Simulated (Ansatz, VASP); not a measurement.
## Al in VASP and in Ansatz

Contents of INCAR:

```
PREC = Accurate
ENCUT = 600
EDIFF = 1E-7
ISMEAR = 0
SIGMA = 0.1
LREAL = F
LASPH = T
NELM = 80
ALGO = Normal
ISIF = 3
LWAVE = F
LCHARG = F
GGA = PS
IBRION = 2
NSW = 100
EDIFFG = -0.005
```

The input KPOINTS:

```
Automatic mesh
0
Gamma
  18 18 18
```

POSCAR

```
Al
1.0
    0.0000000000      2.0194648500      2.0194648500
    2.0194648500      0.0000000000      2.0194648500
    2.0194648500      2.0194648500      0.0000000000
Al
1
Direct
    0.0000000000      0.0000000000      0.0000000000
```

Input for Ansatz:

```yaml
crystal:
  lattice:
    - [0.0, 2.01946485, 2.01946485]
    - [2.01946485, 0.0, 2.01946485]
    - [2.01946485, 2.01946485, 0.0]
  atoms:
    - { symbol: Al, position: [0.0, 0.0, 0.0] }
basis:
  ecutwfc: 420
kpoints:
  mp_grid: { grid: [18, 18, 18] }
hamiltonian:
  xc: pbesol
scf:
  occupations: { method: gaussian, width: 0.1 }
output:
  forces: true
  stress: true
  eigenvalues: true
relax:
  adjacent_minimum: "off"
  f_tol: 0.005
  max_steps: 80
  cell: { stress_tol: 0.05 }
```

Alike in both runs: task relaxation of cell and atoms; functional PBEsol; k mesh 18 × 18 × 18; occupations gaussian, width 0.1 eV; no spin polarisation.

|  | VASP | Ansatz |
| --- | --- | --- |
| version | VASP 6.6.1 | Ansatz 0.2.0 |
| potentials or method | VASP PAW PBE potentials, release 64 (Al), cutoff 600 eV | scalar-relativistic, plane waves, PAW |
| valence electrons in the cell | 3 | 3 |

```csv
,VASP,Ansatz,Ansatz less VASP
"gap on the k mesh at the Fermi level, each at its own relaxed structure (eV)",none,none,-
relaxed volume (Å³/atom),16.19,16.19,-0.008
relaxed cell length with the largest relative difference (Å),2.840,2.839,-0.0005
```

VASP's potentials were made for PBE, not for PBEsol. A gap of «none» marks a metal or a gap that the smearing closes.
